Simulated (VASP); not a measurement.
Set up this calculation in VASP 6.6.1, as the native input.

- Task: single point
- Functional: LDA
- Potentials or basis: VASP PAW LDA potentials, release 64 (C, O, H)
- Cutoff: 520 eV
- k mesh: 1 × 1 × 1
- Occupations: fermi-dirac, width 0.05 eV
- Spin: no spin polarisation
- Dipole correction: no
- Further INCAR settings: LREAL = Auto; ALGO = Normal; EDIFF = 1e-07; NBANDS = 64

The structure of H6C2O lies in POSCAR:

```
H6C2O
1.0
    7.2936330000      0.0000000000      0.0000000000
    0.0000000000      7.2936330000      0.0000000000
    0.0000000000      0.0000000000      7.2936330000
C O H
8 4 24
Direct
    0.8301761276      0.5720468798      0.3730513998
    0.7434977877      0.5920917600      0.1921950282
    0.3290541216      0.6602608056      0.7750321410
    0.2037667648      0.5149971215      0.6929742695
    0.7276757687      0.0847451469      0.2438839465
    0.5250881145      0.0850467798      0.2141045484
    0.8271460876      0.1252325144      0.7491602607
    0.6625641844      0.2444735018      0.7655992562
    0.5602420632      0.6441508642      0.2076194401
    0.3059106484      0.3879548094      0.5835637740
    0.4707804739     -0.0431335111      0.0706232408
    0.5046456272      0.1381615993      0.7280596652
    0.5418835853      0.7847529482      0.1876156917
    0.8169316992      0.6771659611      0.0949321141
    0.7470625407      0.4540398454      0.1242590627
    0.9625792798      0.4883711588      0.3643314655
    0.8533744432      0.7027636296      0.4467458124
    0.7322825264      0.4975846742      0.4542729254
    0.3487151054      0.4542455043      0.4733443539
    0.1328418910      0.4225329133      0.7892911530
    0.0920254693      0.5742268633      0.6114922426
    0.2427870994      0.7620345032      0.8466699654
    0.4112216779      0.5970961248      0.8792737446
    0.4098231978      0.7395628489      0.6671160998
    0.4675310644      0.0050454965     -0.0533067677
    0.4569464902      0.0391711511      0.3406258582
    0.4733854857      0.2154618967      0.1759205598
    0.7452938748      0.1764689833      0.3770548916
    0.7739764257     -0.0572691277      0.2842204975
    0.8103780379      0.1434538864      0.1299489569
    0.4021452683      0.2304475698      0.6911781824
    0.6447678407      0.2957785235      0.9140712180
    0.6664168597      0.3667445291      0.6736012081
    0.9487041643      0.2136795202      0.7406048536
    0.8415559160      0.0435036970      0.8795479564
    0.8325069276      0.0379783299      0.6251479887
```

These files were run (other wordings do the same):

INCAR

```
SYSTEM = H6C2O
PREC = Accurate
ENCUT = 520
EDIFF = 1E-7
ISMEAR = -1
SIGMA = 0.05
LREAL = Auto
LASPH = .TRUE.
NELM = 100
ALGO = Normal
ISIF = 2
LWAVE = .FALSE.
LCHARG = .FALSE.
NBANDS = 64
```

KPOINTS

```
regular mesh
0
G
  1 1 1
  0 0 0
```

Potentials or basis: VASP PAW LDA potentials, release 64 (C, O, H).

Launch:

```bash
$ cat potpaw_LDA.64/C/POTCAR potpaw_LDA.64/O/POTCAR potpaw_LDA.64/H/POTCAR > POTCAR
$ mpirun -np 1 vasp_gam > vasp.out
```

Results of the run:

The pressure is -0.8 GPa, the largest force is 2.323 eV/Å and the band gap on the k mesh is 4.49 eV.

Caveat: the k points lie up to 0.86 Å⁻¹ apart; the atoms stand as in a frame of molecular dynamics.

Wall time 39 s on 1 thread of Intel(R) Xeon(R) Platinum 8259CL CPU @ 2.50GHz (Skylake/Cascade Lake) (shared host), peak memory 0.28 GiB.
